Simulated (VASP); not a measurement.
The system is Al5N.

```
Al N
1.0
     5.07532    0.00000    0.00000
    -2.53766    4.39535    0.00000
     0.00000    0.00000    4.22522
Al N
5 1
Direct
  0.00000 0.50000 0.50000
  0.33333 0.66667 0.00000
  0.66667 0.33333 0.00000
  0.50000 0.00000 0.50000
  0.50000 0.50000 0.50000
  0.00000 0.00000 0.00000
```

The cell was built from a structure type or drawn by symmetry, and may not be a known phase.

* Program: VASP 6.6.1
* Task: relaxation of cell and atoms
* Functional: PBE
* Potentials or basis: VASP PAW PBE potentials, release 64 (Al, N)
* Cutoff: 600 eV
* k mesh: 6 × 6 × 4
* Occupations: gaussian, width 0.1 eV
* Spin: collinear spin, ferromagnetic start
* Starting moments: [0.0, 0.0, 0.0, 0.0, 0.0, 1.0] μB

At the start: pressure 12.0 GPa; volume 15.71 Å³/atom.

Q: Where does the relaxation end?

A: Over 6 steps the energy falls by 100.3 meV/atom and the volume is 18.22 Å³/atom (+16.0 %); space group P6/mmm (No. 191, to 0.1 Å) before and after; moment 1.67 μB per cell.

Step by step:
| step | energy change (eV) | largest force (eV/Å) | pressure (GPa) | volume (Å³) |
| --- | --- | --- | --- | --- |
| 1 | 0.0000 | 0.0000 | 12.01 | 94.26 |
| 2 | -0.5945 | 0.0000 | -0.88 | 111.15 |
| 3 | -0.5974 | 0.0000 | -0.16 | 109.76 |
| 4 | -0.5974 | 0.0000 | -0.33 | 110.08 |
| 5 | -0.6008 | 0.0000 | -0.19 | 109.68 |
| 6 | -0.6018 | 0.0000 | -0.05 | 109.31 |

Final structure:
```
Al N
1.0
     5.22697    0.00000    0.00000
    -2.61349    4.52669    0.00000
     0.00000    0.00000    4.61993
Al N
5 1
Direct
  0.00000 0.50000 0.50000
  0.33333 0.66667 0.00000
  0.66667 0.33333 0.00000
  0.50000 0.00000 0.50000
  0.50000 0.50000 0.50000
  0.00000 0.00000 0.00000
```

Caveat: the k points lie up to 0.34 Å⁻¹ apart in the final cell; the volume moved by over 15 % at a fixed basis, so the end points are rough.
